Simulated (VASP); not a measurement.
Here is a VASP 6.6.1 calculation.

The input INCAR:

```
PREC = Accurate
ENCUT = 520
EDIFF = 1E-7
ISMEAR = -1
SIGMA = 0.02
LREAL = False
LASPH = True
NELM = 60
ALGO = Normal
ISIF = 2
LWAVE = False
LCHARG = False
GGA = PE
NBANDS = 36
```

The input KPOINTS:

```
regular mesh
0
Gamma
  12 12 4
```

Contents of POSCAR:

```
Ge
1.0
    4.0584087531      0.0000000000      0.0000000000
   -2.0292043765      3.5146850791      0.0000000000
    0.0000000000      0.0000000000      6.6929896224
Ge
4
Direct
    0.3333333333      0.6666666667      0.0003197446
    0.6666666667      0.3333333333      0.5003197446
    0.3333333333      0.6666666667      0.3746802554
    0.6666666667      0.3333333333      0.8746802554
```

Potentials or basis: VASP PAW PBE potentials, release 64 (Ge_d).

Command:

```bash
$ cat potpaw_PBE.64/Ge_d/POTCAR > POTCAR
$ mpirun -np 1 vasp_std > vasp.out
```

Question: Predict the band gap on the k mesh.

Answer: 0.04 eV (least direct gap 0.23 eV).

Question: Estimate the largest force.

Answer: 0.003 eV/Å.

Question: What does it give for the pressure?

Answer: -0.1 GPa.

Forces on the atoms (eV/Å):
```
Ge   0.000  0.000  0.003
Ge   0.000  0.000  0.003
Ge   0.000  0.000 -0.003
Ge   0.000  0.000 -0.003
```

A k mesh can miss the band edges.
